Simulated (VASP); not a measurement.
# Zr (P6_3/mmc) in VASP: notebook

Zr is run at these levels: PBE-based screened hybrid with 25 % exact exchange; tasks: single point.

Everything below comes from runs of VASP 6.6.1. Logs are shortened: lines on timing, memory, paths and dates and some standing lists are left out, and cuts for length are marked.

### 1 The cell of the first run

The structure is hexagonal, space group P6_3/mmc (No. 194). The conventional cell has a = 3.188 Å, b = 3.188 Å, c = 5.077 Å, α = 90.00°, β = 90.00°, γ = 120.00°. Within 4.1 Å of Zr (site symmetry -6m2) lie 12 Zr at 3.14 to 3.19 Å.

### 2 Single point, PBE-based screened hybrid with 25 % exact exchange

POSCAR reads:

```
Zr
1.0
    3.1883189697      0.0000000000      0.0000000000
   -1.5941594848      2.7611652231      0.0000000000
    0.0000000000      0.0000000000      5.0774374186
Zr
2
Direct
    0.6666666667      0.3333333333      0.7500000000
    0.3333333333      0.6666666667      0.2500000000
```

INCAR.step1 reads:

```
SYSTEM = Zr
PREC = Accurate
ENCUT = 520
EDIFF = 1E-5
ISMEAR = -1
SIGMA = 0.05
LREAL = .False.
LASPH = .True.
NELM = 80
ALGO = Normal
ISIF = 2
LWAVE = .True.
NBANDS = 19
GGA = PE
```

INCAR.step2 reads:

```
SYSTEM = Zr
PREC = Accurate
ENCUT = 520
EDIFF = 1E-6
ISMEAR = -1
SIGMA = 0.05
LREAL = .False.
LASPH = .True.
NELM = 80
ALGO = Normal
ISIF = 2
LWAVE = .False.
LCHARG = .True.
GGA = PE
LHFCALC = .True.
AEXX = 0.25
HFSCREEN = 0.3
PRECFOCK = Normal
LELF = .True.
LVHAR = .True.
NBANDS = 19
ISTART = 1
```

KPOINTS reads:

```
regular mesh
0
Gamma
  5 5 3
  0 0 0
```

Potentials or basis: VASP PAW PBE potentials, release 64 (Zr_sv).

The run is started by

```sh
> cat potpaw_PBE.64/Zr_sv/POTCAR > POTCAR
> cp INCAR.step1 INCAR
> mpirun -np 1 vasp_std > vasp.out
> cp INCAR.step2 INCAR
> mpirun -np 1 vasp_std > vasp.out
```

OUTCAR:

```text
SYSTEM = Zr
   PREC = Accurate
   ENCUT = 520
   EDIFF = 1E-6
   ISMEAR = -1
   LREAL = .False.
   LASPH = .True.
   NELM = 80
   ISIF = 2
   GGA = PE
   LHFCALC = .True.
   AEXX = 0.25
   HFSCREEN = 0.3
   PRECFOCK = Normal
   ISTART = 1

 ion  position               nearest neighbor table
   1  0.667  0.333  0.750-   2 3.14   2 3.14   2 3.14   2 3.14   2 3.14   2 3.14
   2  0.333  0.667  0.250-   1 3.14   1 3.14   1 3.14   1 3.14   1 3.14   1 3.14

  LATTYP: Found a hexagonal cell.
 ALAT       =     3.1883189697
 C/A-ratio  =     1.5925123762

  Lattice vectors:

 A1 = (   3.1883189697,   0.0000000000,   0.0000000000)
 A2 = (  -1.5941594848,   2.7611652231,   0.0000000000)
 A3 = (   0.0000000000,   0.0000000000,   5.0774374186)

Analysis of symmetry for initial positions (statically):
=====================================================================
 Subroutine PRICEL returns:
 Original cell was already a primitive cell.

 Routine SETGRP: Setting up the symmetry group for a
 hexagonal supercell.

 Subroutine GETGRP returns: Found 24 space group operations
 (whereof 12 operations were pure point group operations)
 out of a pool of 24 trial point group operations.

The static configuration has the point symmetry D_3d.
 The point group associated with its full space group is D_6h.

Analysis of symmetry for dynamics (positions and initial velocities):
=====================================================================
 Subroutine PRICEL returns:
 Original cell was already a primitive cell.

 Routine SETGRP: Setting up the symmetry group for a
 hexagonal supercell.

 Subroutine GETGRP returns: Found 24 space group operations
 (whereof 12 operations were pure point group operations)
 out of a pool of 24 trial point group operations.

The dynamic configuration has the point symmetry D_3d.
 The point group associated with its full space group is D_6h.

 Subroutine INISYM returns: Found 24 space group operations
 (whereof 12 operations are pure point group operations),
 and found     1 'primitive' translations

----------------------------------------------------------------------------------------

                                     Primitive cell
[... 76 lines left out ...]
   EDIFF  = 0.1E-05   stopping-criterion for ELM
   LREAL  =      F    real-space projection
   EDIFFG = 0.1E-04   stopping-criterion for IOM
   NSW    =      0    number of steps for IOM
   IBRION =     -1    ionic relax: 0-MD 1-quasi-New 2-CG
   NFREE  =      0    steps in history (QN), initial steepest desc. (CG)
   ISIF   =      2    stress and relaxation
   ISYM   =      3    0-nonsym 1-usesym 2-fastsym
   POTIM  = 0.5000    time-step for ionic-motion
   TEBEG  =    0.0;   TEEND  =   0.0 temperature during run
   PSTRESS=    0.0 pullay stress
   NELECT =      24.0000    total number of electrons
   NUPDOWN=      -1.0000    fix difference up-down
   EMIN   =  10.00;   EMAX   =-10.00  energy-range for DOS
   EFERMI =   0.00;   METHOD = LEGACY
   ISMEAR =    -1;   SIGMA  =   0.05  broadening in eV -4-tet -1-fermi 0-gaus
   EFERMI_NEDOS =   21; number of points for ismear=-14 and -15
   IALGO  =     38    algorithm
   IMIX   =      1    mixing-type and parameters
     AMIX     =   0.40;   BMIX     =  1.00
     AMIX_MAG =   1.60;   BMIX_MAG =  1.00
  volume/ion in A,a.u.               =      22.35       150.82
  Fermi-wavevector in a.u.,A,eV,Ry     =   1.330594  2.514459 24.088860  1.770481
  Thomas-Fermi vector in A             =   2.459669
   LORBIT       =      0    0 simple, 1 ext, 2 COOP (PROOUT), +10 PAW based schemes
   GGA     = PE    functional components
   LHFCALC =     T    Hartree Fock is set to
   PRECFOCK=normal    Normal, Fast or Accurate (Low or Medium for compatibility)
   ENCUT4O =  -1.0   cutoff for four orbital integrals eV
   NKREDX  =     1    reduce k-point grid by
   NKREDY  =     1    reduce k-point grid by
   NKREDZ  =     1    reduce k-point grid by
   AEXX    =    0.2500 exact exchange contribution
   HFSCREEN=    0.3000 screening length (either q_TF or 0.3 A-1)
   HFSCREENC=   0.3000 screening length for correlation (either q_TF or 0.3 A-1)
   ENCUTFOCK=  -1.0 apply spherical cutoff to Coloumb kernel
   IVDW    =     0    specifies the selected vdW correction
   LEPSILON=     F    determine dielectric tensor
   LRPA    =     F    only Hartree local field effects (RPA)
 non-spin polarized calculation
  energy-cutoff  :      520.00
  volume of cell :       44.70
 maximum number of plane-waves:      1212
 NGX is ok and might be reduce to    24
  NGX = 18; NGY = 18; NGZ = 30

 number of electron      24.0000000 magnetization

 Free energy of the ion-electron system (eV)
  ---------------------------------------------------
  ext. energy  EPLUGINS =         0.00000000
  ---------------------------------------------------
  free energy    TOTEN  =       -18.95584555 eV

  energy without entropy =      -18.93731837  energy(sigma->0) =      -18.94658196

 E-fermi :   9.3844     XC(G=0):  -9.4344

 val. band max:        9.3340085279   @ k =   0.4000   0.2000   0.3333
 cond. band min:       9.5935181603   @ k =   0.0000   0.0000   0.3333
 fundamental gap:      0.2595096324
 Fermi energy:         9.3843671511

 k-point     1 :       0.0000    0.0000    0.0000
  band No.  band energies     occupation
      1     -42.7699      2.00000
      2     -42.5651      2.00000
      3     -20.0659      2.00000
      4     -18.9487      2.00000
      5     -18.9487      2.00000
      6     -18.7972      2.00000
[... 197 lines left out ...]
      6     -19.2343      2.00000
[... 11 lines left out ...]
     18      15.3018      0.00000
     19      17.0294      0.00000

------------------------ aborting loop because EDIFF is reached ----------------------------------------

  FORCE on cell =-STRESS in cart. coord.  units (eV):
  Direction    XX          YY          ZZ          XY          YZ          ZX
  --------------------------------------------------------------------------------------
  -------------------------------------------------------------------------------------
  Total        1.7122825      1.7122825      0.7967182      0.0000000     -0.0000000      0.0000000
  in kB       61.3743994     61.3743994     28.5572627      0.0000000     -0.0000000      0.0000000
  external PRESSURE =      50.4353538 kB  Pullay stress =       0.0000000 kB

 VOLUME and BASIS-vectors are now :
 -----------------------------------------------------------------------------
  energy-cutoff  :      520.00
  volume of cell :       44.70
      direct lattice vectors                 reciprocal lattice vectors
     3.188318970  0.000000000  0.000000000     0.313644905  0.181082970  0.000000000
    -1.594159485  2.761165223  0.000000000     0.000000000  0.362165941  0.000000000
     0.000000000  0.000000000  5.077437419     0.000000000  0.000000000  0.196949744

 POSITION                                       TOTAL-FORCE (eV/Angst)
 -----------------------------------------------------------------------------------
      1.59416      0.92039      3.80808         0.000000     -0.000000      0.000000
     -0.00000      1.84078      1.26936        -0.000000      0.000000      0.000000
 -----------------------------------------------------------------------------------
    total drift:                                0.000000     -0.000000      0.000000

  FREE ENERGIE OF THE ION-ELECTRON SYSTEM (eV)
  ---------------------------------------------------
  free  energy   TOTEN  =       -18.9558455532 eV

  energy  without entropy=      -18.9373183715  energy(sigma->0) =      -18.94658196
```

OUTCAR.step1:

```text
SYSTEM = Zr
   PREC = Accurate
   ENCUT = 520
   EDIFF = 1E-5
   ISMEAR = -1
   LREAL = .False.
[... 428 lines left out ...]
      1.59416      0.92039      3.80808        -0.000000      0.000000      0.000000
     -0.00000      1.84078      1.26936         0.000000     -0.000000      0.000000
 -----------------------------------------------------------------------------------
    total drift:                               -0.000000      0.000000     -0.000000

  FREE ENERGIE OF THE ION-ELECTRON SYSTEM (eV)
  ---------------------------------------------------
  free  energy   TOTEN  =       -17.0177247803 eV

  energy  without entropy=      -16.9979753756  energy(sigma->0) =      -17.00785008
```

It took 6.8 min on 1 thread of Intel Xeon 6975P-C (Granite Rapids), shared host; peak memory 0.26 GiB.

Results:

```yaml
Free_energy: -18.9558 eV
Pressure: 5.0 GPa
Band_gap_on_the_k_mesh: zero (bands 12 and 13 overlap by 1.30 eV)
```

Caveat: the k points lie up to 0.46 Å⁻¹ apart, too coarse for converged energies and pressures of a metal; the PAW data sets were made with another functional, which shifts forces and pressure a little.

### 3 Single point, PBE-based screened hybrid with 25 % exact exchange

This run uses another cell than the first one, of 22.82 Å³/atom.

POSCAR reads:

```
Zr
1.0
    3.2103080712      0.0000000000      0.0000000000
   -1.6051540356      2.7802083436      0.0000000000
    0.0000000000      0.0000000000      5.1124553350
Zr
2
Direct
    0.6666666667      0.3333333333      0.7500000000
    0.3333333333      0.6666666667      0.2500000000
```

INCAR.step1 reads:

```
PREC     = Accurate       # precision mode
ENCUT    = 520            # plane-wave cutoff, eV
EDIFF    = 1E-5           # SCF threshold, eV
ISMEAR   = -1             # smearing method
SIGMA    = 0.05           # smearing width, eV
LREAL    = F              # projectors in reciprocal space
LASPH    = T              # aspherical terms in the spheres
NELM     = 100            # most SCF steps
ALGO     = Normal         # electronic algorithm
ISIF     = 2              # what is computed and relaxed
LWAVE    = T              # write WAVECAR
LCHARG   = F              # write CHGCAR
GGA      = PE             # functional
NBANDS   = 19             # bands
```

INCAR.step2 reads:

```
PREC     = Accurate       # precision mode
ENCUT    = 520            # plane-wave cutoff, eV
EDIFF    = 1E-6           # SCF threshold, eV
ISMEAR   = -1             # smearing method
SIGMA    = 0.05           # smearing width, eV
LREAL    = F              # projectors in reciprocal space
LASPH    = T              # aspherical terms in the spheres
NELM     = 100            # most SCF steps
ALGO     = Normal         # electronic algorithm
ISIF     = 2              # what is computed and relaxed
LWAVE    = F              # write WAVECAR
LCHARG   = F              # write CHGCAR
GGA      = PE             # functional
LHFCALC  = T              # exact exchange
AEXX     = 0.25           # exact-exchange fraction
HFSCREEN = 0.3            # screening, 1/A
PRECFOCK = Normal       
ISTART   = 1            
NBANDS   = 19             # bands
```

KPOINTS reads:

```
regular mesh
0
Gamma
  5 5 3
```

Potentials or basis: VASP PAW PBE potentials, release 64 (Zr_sv).

The run is started by

```sh
> cat potpaw_PBE.64/Zr_sv/POTCAR > POTCAR
> cp INCAR.step1 INCAR
> mpirun -np 1 vasp_std > vasp.out
> cp INCAR.step2 INCAR
> mpirun -np 1 vasp_std > vasp.out
```

Wall time 7.7 min (1 thread of Intel Xeon 6975P-C (Granite Rapids), shared host); peak memory 0.26 GiB.

It converged, with:

| Quantity | Value |
| --- | --- |
| Free energy | -18.9786 eV |
| Pressure | 2.7 GPa |
| Band gap on the k mesh | zero (bands 12 and 13 overlap by 1.29 eV) |

Stress tensor (GPa, compression positive):
```
3.75 0.00 0.00
0.00 3.75 0.00
0.00 0.00 0.58
```

Levels at points of the mesh, in eV from the Fermi level:
```
           k point  band 8  band 9  band 10  band 11  band 12  band 13  band 14  band 15  band 16  band 17
(0.00, 0.00, 0.00)  -28.26   -6.46    -3.37     1.13     1.23     1.23     1.48     2.07     2.07     2.78
```

Caveat: the k points lie up to 0.45 Å⁻¹ apart, too coarse for converged energies and pressures of a metal; the PAW data sets were made with another functional, which shifts forces and pressure a little.

The gap in the log of VASP goes by the Fermi energy; the results here count the filled bands.